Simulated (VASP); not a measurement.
Runs of VASP 6.6.1 on Si2Ni. The structure is that of space group Fm-3m (No. 225), or close to it. The cells are those of the table. 

```csv
task,level,potentials or basis,cell,k mesh for the DOS,occupations for the DOS,gap on the mesh (eV),pressure (GPa)
single point,PBE,"VASP PAW PBE potentials, release 64 (Si, Ni)","a = 3.852 Å, angles 60.0°, 3 atoms",-,-,none,-0.1
single point,PBE,"VASP PAW PBE potentials, release 64 (Si, Ni)","a = 3.890 Å, angles 60.0°, 3 atoms",-,-,none,(b)
single point,PBE,"VASP PAW PBE potentials, release 64 (Si, Ni)","a = 3.773 Å, angles 60.0°, 3 atoms",-,-,none,10.1
single point,LDA,"VASP PAW LDA potentials, release 64 (Si, Ni)","a = 3.852 Å, angles 60.0°, 3 atoms",-,-,none,(a)
single point,PBE,"VASP PAW PBE potentials, release 64 (Si, Ni)","a = 3.976 Å, angles 60.0°, 3 atoms",-,-,none,-11.2
```

Alike in all rows: no spin polarisation; k mesh 14 × 14 × 14; cutoff (eV) 520; smearing gaussian 0.1 eV.

Q: Estimate the missing entries.

A: (a) -7.7; (b) -4.1.

A gap of «none» marks levels without a gap at the run's occupations.
